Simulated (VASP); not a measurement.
Crystal: CsTlO2.

```
CELL_PARAMETERS angstrom
3.55718 0.00000 0.00000
-1.77859 3.08061 0.00000
0.00000 0.00000 13.38652
ATOMIC_POSITIONS crystal
Cs 0.33333 0.66667 0.75000
Cs 0.66667 0.33333 0.25000
Tl 0.00000 0.00000 0.00000
Tl 0.00000 0.00000 0.50000
O 0.33333 0.66667 0.41406
O 0.33333 0.66667 0.08594
O 0.66667 0.33333 0.58594
O 0.66667 0.33333 0.91406
```

```yaml
Program: VASP 6.6.1
Task: relaxation of volume and atoms at fixed shape
Functional: PBEsol
Potentials_or_basis: VASP PAW PBE potentials, release 64 (Cs_sv, Tl_d, O)
Cutoff: 600 eV
k_mesh: 8 × 8 × 2
Occupations: fermi-dirac, width 0.02 eV
Spin: no spin polarisation
```

At the start: pressure -1.5 GPa; volume 18.34 Å³/atom.

Task: How do energy, volume and symmetry change on relaxing?

Result: Over 5 steps the energy falls by 2.3 meV/atom and the volume is 17.93 Å³/atom (-2.2 %); space group P6_3/mmc (No. 194, to 0.05 Å).

Step by step:
| step | energy change (eV) | largest force (eV/Å) | pressure (GPa) | volume (Å³) |
| --- | --- | --- | --- | --- |
| 1 | 0.0000 | 0.0831 | -1.51 | 146.69 |
| 2 | -0.0139 | 0.1440 | 0.49 | 143.06 |
| 3 | -0.0147 | 0.1321 | 0.10 | 143.74 |
| 4 | -0.0173 | 0.0744 | 0.06 | 143.61 |
| 5 | -0.0186 | 0.0001 | 0.01 | 143.45 |

Final structure:
```
CELL_PARAMETERS angstrom
3.53080 0.00000 0.00000
-1.76540 3.05776 0.00000
0.00000 0.00000 13.28723
ATOMIC_POSITIONS crystal
Cs 0.33333 0.66667 0.75000
Cs 0.66667 0.33333 0.25000
Tl 0.00000 0.00000 0.00000
Tl 0.00000 0.00000 0.50000
O 0.33333 0.66667 0.41270
O 0.33333 0.66667 0.08730
O 0.66667 0.33333 0.58730
O 0.66667 0.33333 0.91270
```

Caveat: the PAW data sets were made with another functional, which shifts forces and pressure a little.
